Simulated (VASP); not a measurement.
# AlIn2N3 (Cmc2_1) in VASP: single point with PBE

Aim: the single point of AlIn2N3 with PBE.

Program: VASP 6.6.1. These are calculated values, not measurements. Logs are shortened: lines on timing, memory, paths and dates and some standing lists are left out, and cuts for length are marked.

### Step 1. The cell of the first run

Symmetry: Cmc2_1, No. 36, orthorhombic system. Conventional cell: a = 10.296 Å, b = 5.926 Å, c = 5.500 Å, α = 90.00°, β = 90.00°, γ = 90.00°. Al (site symmetry m) has 4 N at 1.90 to 1.92 Å within 2.5 Å. Al (site symmetry m) has 4 N at 1.90 to 1.92 Å within 2.5 Å. Within 2.9 Å of In (site symmetry 1) lie 4 N at 2.18 to 2.20 Å. Within 2.9 Å of In (site symmetry 1) lie 4 N at 2.18 to 2.20 Å. Within 2.5 Å of N (site symmetry 1) lie 1 Al at 1.90 Å and 3 In at 2.18 to 2.20 Å. Within 2.5 Å of N (site symmetry 1) lie 1 Al at 1.90 Å and 3 In at 2.18 to 2.20 Å. Within 2.5 Å of N (site symmetry m) lie 2 Al at 1.91 to 1.92 Å and 2 In at 2.19 Å. Within 2.5 Å of N (site symmetry m) lie 2 Al at 1.91 to 1.92 Å and 2 In at 2.19 Å.

### Step 2. Single point, PBE

File INCAR:

```
SYSTEM = AlIn2N3
  PREC = Accurate
  ENCUT = 520
  EDIFF = 1E-6
  ISMEAR = 0
  SIGMA = 0.05
  LREAL = Auto
  LASPH = .TRUE.
  NELM = 100
  ALGO = Normal
  ISIF = 2
  LWAVE = .FALSE.
  LCHARG = .TRUE.
  GGA = PE
  LELF = .TRUE.
  LVHAR = .TRUE.
  NBANDS = 206
  LUSENCCL = .FALSE.
```

File KPOINTS:

```
regular mesh
0
G
  2 2 2
  0 0 0
```

File POSCAR:

```
AlIn2N3
1.0
    5.1481020000      2.9628730000      5.5000380000
    5.1481020000     -2.9628730000     -5.5000380000
   -5.1481020000      8.8886190000     -5.5000380000
Al In N
8 16 24
Direct
    0.8266830000      0.0053910000      0.8320740000
    0.0766830000      0.5053910000      0.5820740000
    0.3266830000      0.0053910000      0.3320740000
    0.5766830000      0.5053910000      0.0820740000
    0.5429260000      0.2553910000      0.7983170000
    0.0429260000      0.2553910000      0.2983170000
    0.7929260000      0.7553910000      0.5483170000
    0.2929260000      0.7553910000      0.0483170000
    0.7454150000      0.1682940000      0.5899990000
    0.4954140000      0.6682930000      0.8399990000
    0.2454140000      0.1682930000      0.0899990000
    0.9954140000      0.6682930000      0.3399990000
    0.1717070000      0.3445860000      0.8399990000
    0.4217070000      0.8445860000      0.5899990000
    0.6717070000      0.3445860000      0.3399990000
    0.9217070000      0.8445860000      0.0899990000
    0.8731480000      0.5945860000      0.7914400000
    0.1231470000      0.0945850000      0.5414400000
    0.3731480000      0.5945860000      0.2914400000
    0.6231470000      0.0945850000      0.0414400000
    0.1968550000      0.9182930000      0.7914400000
    0.4468550000      0.4182930000      0.5414400000
    0.6968550000      0.9182930000      0.2914400000
    0.9468550000      0.4182930000      0.0414400000
    0.3383420000      0.9580890000      0.9946170000
    0.5883420000      0.4580890000      0.7446170000
    0.8383420000      0.9580890000      0.4946170000
    0.0883420000      0.4580890000      0.2446170000
    0.0365270000      0.6562740000      0.9946170000
    0.2865270000      0.1562740000      0.7446170000
    0.5365270000      0.6562740000      0.4946170000
    0.7865270000      0.1562740000      0.2446170000
    0.9794750000      0.4062740000      0.6875650000
    0.7294750000      0.9062740000      0.9375650000
    0.4794750000      0.4062740000      0.1875650000
    0.2294750000      0.9062740000      0.4375650000
    0.0312890000      0.2080880000      0.9375650000
    0.2812900000      0.7080890000      0.6875650000
    0.5312900000      0.2080890000      0.4375650000
    0.7812900000      0.7080880000      0.1875650000
    0.6499950000      0.3313670000      0.9813620000
    0.1499950000      0.3313670000      0.4813620000
    0.8999950000      0.8313670000      0.7313620000
    0.3999950000      0.8313670000      0.2313620000
    0.6436380000      0.0813670000      0.7250050000
    0.3936380000      0.5813670000      0.9750050000
    0.1436380000      0.0813670000      0.2250050000
    0.8936380000      0.5813670000      0.4750050000
```

Potentials or basis: VASP PAW PBE potentials, release 64 (Al, In_d, N).

Launch:

```sh
cat potpaw_PBE.64/Al/POTCAR potpaw_PBE.64/In_d/POTCAR potpaw_PBE.64/N/POTCAR > POTCAR
mpirun -np 1 vasp_std > vasp.out
```

OUTCAR:

```text
SYSTEM = AlIn2N3
   PREC = Accurate
   ENCUT = 520
   EDIFF = 1E-6
   ISMEAR = 0
   LREAL = Auto
   LASPH = .TRUE.
   NELM = 100
   ISIF = 2
   GGA = PE

 ion  position               nearest neighbor table
   1  0.827  0.005  0.832-  37 1.90  34 1.90  45 1.91  43 1.92  14 3.32   9 3.32   5 3.33   7 3.33
                            17 3.36  21 3.36  24 3.38  20 3.38  16 3.48  11 3.48  10 3.48  13 3.48
   2  0.077  0.505  0.582-  38 1.90  33 1.90  48 1.91  42 1.92  15 3.32  12 3.32   6 3.33   7 3.33
                            22 3.36  18 3.36  17 3.37  21 3.38  13 3.48  10 3.48   9 3.48  14 3.48
   3  0.327  0.005  0.332-  39 1.90  36 1.90  47 1.91  44 1.92  16 3.32  11 3.32   6 3.33   8 3.33
                            19 3.36  23 3.36  22 3.38  18 3.38  14 3.48   9 3.48  12 3.48  15 3.48
   4  0.577  0.505  0.082-  40 1.90  35 1.90  46 1.91  41 1.92  13 3.32  10 3.32   5 3.33   8 3.33
                            24 3.36  20 3.36  19 3.37  23 3.38  15 3.48  12 3.48  11 3.48  16 3.48
   5  0.543  0.255  0.798-  26 1.90  30 1.90  41 1.91  45 1.92  24 3.32  20 3.32   1 3.33   4 3.33
                            14 3.36   9 3.36  13 3.37  10 3.38  22 3.48  18 3.48  21 3.48  17 3.48
   6  0.043  0.255  0.298-  28 1.90  32 1.90  42 1.91  47 1.92  22 3.32  18 3.32   2 3.33   3 3.33
                            16 3.36  11 3.36  15 3.37  12 3.38  24 3.48  20 3.48  23 3.48  19 3.48
   7  0.793  0.755  0.548-  27 1.90  31 1.90  43 1.91  48 1.92  17 3.32  21 3.32   1 3.33   2 3.33
                            15 3.36  12 3.36  14 3.37   9 3.38  19 3.48  23 3.48  18 3.48  22 3.48
   8  0.293  0.755  0.048-  25 1.90  29 1.90  44 1.91  46 1.92  19 3.32  23 3.32   3 3.33   4 3.33
                            13 3.36  10 3.36  16 3.37  11 3.38  17 3.48  21 3.48  20 3.48  24 3.48
   9  0.745  0.168  0.590-  33 2.18  39 2.18  45 2.19  27 2.20   1 3.32  14 3.33   5 3.36   7 3.38
[... 53 lines left out ...]
  47  0.144  0.081  0.225-   3 1.91   6 1.92  16 2.19  11 2.19
  48  0.894  0.581  0.475-   2 1.91   7 1.92  15 2.19  12 2.19

  LATTYP: Found a base centered monoclinic cell.
 ALAT       =    12.4946443592
 B/A-ratio  =     0.8240493850
 C/A-ratio  =     0.9485257571
 COS(beta)  =    -0.4742628785

  Lattice vectors:

 A1 = (   5.1481020000,  -2.9628730000,  -5.5000380000)
 A2 = (  -5.1481020000,  -2.9628730000,  -5.5000380000)
 A3 = (   0.0000000000,  11.8514920000,   0.0000000000)

Analysis of symmetry for initial positions (statically):
=====================================================================
 Subroutine PRICEL returns following result:

  LATTYP: Found a base centered orthorhombic cell.
 ALAT       =     5.9257460000
 B/A-ratio  =     1.7375371810
 C/A-ratio  =     0.9281595937

  Lattice vectors:

 A1 = (  -5.1481020000,   2.9628730000,   0.0000000000)
 A2 = (   5.1481020000,   2.9628730000,   0.0000000000)
 A3 = (   0.0000000000,   0.0000000000,  -5.5000380000)

   4 primitive cells build up your supercell.

 Routine SETGRP: Setting up the symmetry group for a
 base centered monoclinic supercell.

 Subroutine GETGRP returns: Found  2 space group operations
 (whereof  2 operations were pure point group operations)
 out of a pool of  4 trial point group operations.

The static configuration has the point symmetry C_1h.

Analysis of symmetry for dynamics (positions and initial velocities):
=====================================================================
 Subroutine PRICEL returns following result:

  LATTYP: Found a base centered orthorhombic cell.
 ALAT       =     5.9257460000
 B/A-ratio  =     1.7375371810
 C/A-ratio  =     0.9281595937

  Lattice vectors:

 A1 = (  -5.1481020000,   2.9628730000,   0.0000000000)
 A2 = (   5.1481020000,   2.9628730000,   0.0000000000)
 A3 = (   0.0000000000,   0.0000000000,  -5.5000380000)

   4 primitive cells build up your supercell.

 Routine SETGRP: Setting up the symmetry group for a
 base centered monoclinic supercell.

 Subroutine GETGRP returns: Found  2 space group operations
 (whereof  2 operations were pure point group operations)
 out of a pool of  4 trial point group operations.

The dynamic configuration has the point symmetry C_1h.

 Subroutine INISYM returns: Found  2 space group operations
 (whereof  2 operations are pure point group operations),
 and found     4 'primitive' translations

----------------------------------------------------------------------------------------

[... 42 lines left out ...]

 KPOINTS: regular mesh

Automatic generation of k-mesh.
 Grid dimensions read from file:
 generate k-points for:    2    2    2

 Generating k-lattice:

  Cartesian coordinates                     Fractional coordinates (reciprocal lattice)
     0.048561586  0.042188781  0.022727116     0.500000000  0.000000000 -0.000000000
     0.048561586  0.000000000 -0.045454231     0.000000000  0.500000000 -0.000000000
     0.000000000  0.042188781 -0.022727116    -0.000000000  0.000000000  0.500000000

  Length of vectors
     0.068224942  0.066515523  0.047920925

  Shift w.r.t. Gamma in fractional coordinates (k-lattice)
     0.000000000  0.000000000  0.000000000

 Subroutine IBZKPT returns following result:
 ===========================================

 Found      6 irreducible k-points:

 Following reciprocal coordinates:
            Coordinates               Weight
  0.000000  0.000000  0.000000      1.000000
  0.500000  0.000000  0.000000      2.000000
  0.000000  0.500000  0.000000      2.000000
  0.500000  0.500000  0.000000      1.000000
  0.000000  0.000000  0.500000      1.000000
  0.500000  0.500000  0.500000      1.000000
   k-points           NKPTS =      6   k-points in BZ     NKDIM =      6   number of bands    NBANDS=    206
   number of dos      NEDOS =    301   number of ions     NIONS =     48
   total plane-waves  NPLWV = 324000
   dimension x,y,z NGX =    60 NGY =   60 NGZ =   90
   dimension x,y,z NGXF=   120 NGYF=  120 NGZF=  180
   ions per type =               8  16  24
   NGX,Y,Z   is equivalent  to a cutoff of  12.32, 12.32, 12.84 a.u.
   NGXF,Y,Z  is equivalent  to a cutoff of  24.64, 24.64, 25.68 a.u.
 SYSTEM =  AlIn2N3
   PREC   = accura    normal or accurate (medium, high low for compatibility)
   ISTART =      0    job   : 0-new  1-cont  2-samecut
   ICHARG =      2    charge: 1-file 2-atom 10-const
   ISPIN  =      1    spin polarized calculation?
   LNONCOLLINEAR =      F non collinear calculations
   LSORBIT =      F    spin-orbit coupling
   LASPH  =      T    aspherical Exc in radial PAW
   ENCUT  =  520.0 eV  38.22 Ry    6.18 a.u.  15.05 15.05 21.66*2*pi/ulx,y,z
   NELM   =    100;   NELMIN=  2; NELMDL= -5     # of ELM steps
   EDIFF  = 0.1E-05   stopping-criterion for ELM
   LREAL  =      T    real-space projection
   EDIFFG = 0.1E-04   stopping-criterion for IOM
   NSW    =      0    number of steps for IOM
   IBRION =     -1    ionic relax: 0-MD 1-quasi-New 2-CG
   NFREE  =      0    steps in history (QN), initial steepest desc. (CG)
   ISIF   =      2    stress and relaxation
   ISYM   =      2    0-nonsym 1-usesym 2-fastsym
   POTIM  = 0.5000    time-step for ionic-motion
   TEBEG  =    0.0;   TEEND  =   0.0 temperature during run
   PSTRESS=    0.0 pullay stress
   NELECT =     352.0000    total number of electrons
   NUPDOWN=      -1.0000    fix difference up-down
   EMIN   =  10.00;   EMAX   =-10.00  energy-range for DOS
   EFERMI =   0.00;   METHOD = LEGACY
   ISMEAR =     0;   SIGMA  =   0.05  broadening in eV -4-tet -1-fermi 0-gaus
   EFERMI_NEDOS =   21; number of points for ismear=-14 and -15
   IALGO  =     38    algorithm
   IMIX   =      4    mixing-type and parameters
     AMIX     =   0.40;   BMIX     =  1.00
     AMIX_MAG =   1.60;   BMIX_MAG =  1.00
  volume/ion in A,a.u.               =      13.98        94.36
  Fermi-wavevector in a.u.,A,eV,Ry     =   1.320233  2.494878 23.715145  1.743014
  Thomas-Fermi vector in A             =   2.450073
   LORBIT       =      0    0 simple, 1 ext, 2 COOP (PROOUT), +10 PAW based schemes
   GGA     = PE    functional components
   LHFCALC =     F    Hartree Fock is set to
   AEXX    =    0.0000 exact exchange contribution
   IVDW    =     0    specifies the selected vdW correction
   LEPSILON=     F    determine dielectric tensor
   LRPA    =     F    only Hartree local field effects (RPA)
 non-spin polarized calculation
 Gauss-broadening in eV      SIGMA  =   0.05
  energy-cutoff  :      520.00
  volume of cell :      671.14
 maximum number of plane-waves:     18118
   NGX = 31   NGY = 31   NGZ = 43

 number of electron     352.0000035 magnetization

 Free energy of the ion-electron system (eV)
  ---------------------------------------------------
  ext. energy  EPLUGINS =         0.00000000
  ---------------------------------------------------
  free energy    TOTEN  =      -289.62199609 eV

  energy without entropy =     -289.62199609  energy(sigma->0) =     -289.62199609

 E-fermi :   6.3431     XC(G=0): -10.7335

 val. band max:        6.1179035658   @ k =   0.0000   0.0000   0.0000
 cond. band min:       6.9954763956   @ k =   0.0000   0.0000   0.0000
 fundamental gap:      0.8775728298
 Fermi energy:         6.3431148170

 k-point     1 :       0.0000    0.0000    0.0000
  band No.  band energies     occupation
      1      -8.3679      2.00000
      2      -8.3678      2.00000
      3      -8.3561      2.00000
      4      -8.3078      2.00000
      5      -8.2764      2.00000
      6      -8.2763      2.00000
[... 1135 lines left out ...]
    187      10.5097      0.00000
    188      11.0781      0.00000
 [bands above 188 left out]

------------------------ aborting loop because EDIFF is reached ----------------------------------------

  FORCE on cell =-STRESS in cart. coord.  units (eV):
  Direction    XX          YY          ZZ          XY          YZ          ZX
  --------------------------------------------------------------------------------------
  -------------------------------------------------------------------------------------
  Total       -0.4772763     -0.6185681     -0.4758846      0.0000000      0.0252579      0.0000000
  in kB       -1.1393696     -1.4766659     -1.1360472      0.0000000      0.0602964      0.0000000
  external PRESSURE =      -1.2506942 kB  Pullay stress =       0.0000000 kB

 VOLUME and BASIS-vectors are now :
 -----------------------------------------------------------------------------
  energy-cutoff  :      520.00
  volume of cell :      671.14
      direct lattice vectors                 reciprocal lattice vectors
     5.148102000  2.962873000  5.500038000     0.097123173  0.084377562  0.045454231
     5.148102000 -2.962873000 -5.500038000     0.097123173  0.000000000 -0.090908463
    -5.148102000  8.888619000 -5.500038000     0.000000000  0.084377562 -0.045454231

 POSITION                                       TOTAL-FORCE (eV/Angst)
 -----------------------------------------------------------------------------------
      0.00000      9.82937     -0.05930        -0.000000     -0.000594      0.000032
      0.00000      3.90363     -5.55934        -0.000000     -0.000594      0.000032
      0.00000      3.90363     -0.05930        -0.000000     -0.000594      0.000032
      5.14810      0.94075     -0.05930         0.000000     -0.000594      0.000032
      0.00000      7.94787     -2.80932         0.000000     -0.002818      0.000578
      0.00000      2.02212     -2.80932         0.000000     -0.002818      0.000578
[... 40 lines left out ...]
      0.00000      2.18448     -0.89504        -0.000000     -0.001758      0.003931
      5.14810      5.14736     -0.89504        -0.000000     -0.001758      0.003931
 -----------------------------------------------------------------------------------
    total drift:                                0.046211      0.058013     -0.060108

  FREE ENERGIE OF THE ION-ELECTRON SYSTEM (eV)
  ---------------------------------------------------
  free  energy   TOTEN  =      -289.6219960939 eV

  energy  without entropy=     -289.6219960939  energy(sigma->0) =     -289.62199609
```

Run time: 4.7 min. Hardware: 1 × NVIDIA H100 80GB with 1 thread of AMD EPYC 7R13 (Zen 3), shared host; peak memory 1.9 GiB.

What came out:

```yaml
Free_energy: -289.6220 eV
Pressure: -0.1 GPa
Largest_force: 0.007 eV/Å
Band_gap_on_the_k_mesh: 0.88 eV
```

Forces on the atoms (eV/Å):
```
Al   0.000 -0.001  0.000
Al   0.000 -0.001  0.000
Al   0.000 -0.001  0.000
Al   0.000 -0.001  0.000
Al   0.000 -0.003  0.001
Al   0.000 -0.003  0.001
Al   0.000 -0.003  0.001
Al   0.000 -0.003  0.001
In   0.002 -0.002 -0.001
In   0.002 -0.002 -0.001
In   0.002 -0.002 -0.001
In   0.002 -0.002 -0.001
In  -0.002 -0.002 -0.001
In  -0.002 -0.002 -0.001
In  -0.002 -0.002 -0.001
In  -0.002 -0.002 -0.001
In   0.006  0.005  0.000
In   0.006  0.005  0.000
In   0.006  0.005  0.000
In   0.006  0.005  0.000
In  -0.006  0.005  0.000
In  -0.006  0.005  0.000
In  -0.006  0.005  0.000
In  -0.006  0.005  0.000
N    0.005  0.000 -0.003
N    0.005  0.000 -0.003
N    0.005  0.000 -0.003
N    0.005  0.000 -0.003
N   -0.005  0.000 -0.003
N   -0.005  0.000 -0.003
N   -0.005  0.000 -0.003
N   -0.005  0.000 -0.003
N   -0.005  0.000 -0.001
N   -0.005  0.000 -0.001
N   -0.005  0.000 -0.001
N   -0.005  0.000 -0.001
N    0.005  0.000 -0.001
N    0.005  0.000 -0.001
N    0.005  0.000 -0.001
N    0.005  0.000 -0.001
N    0.000  0.000  0.003
N    0.000  0.000  0.003
N    0.000  0.000  0.003
N    0.000  0.000  0.003
N    0.000 -0.002  0.004
N    0.000 -0.002  0.004
N    0.000 -0.002  0.004
N    0.000 -0.002  0.004
```

Caveat: spin-orbit coupling is left out, which moves the levels of the heavy elements.
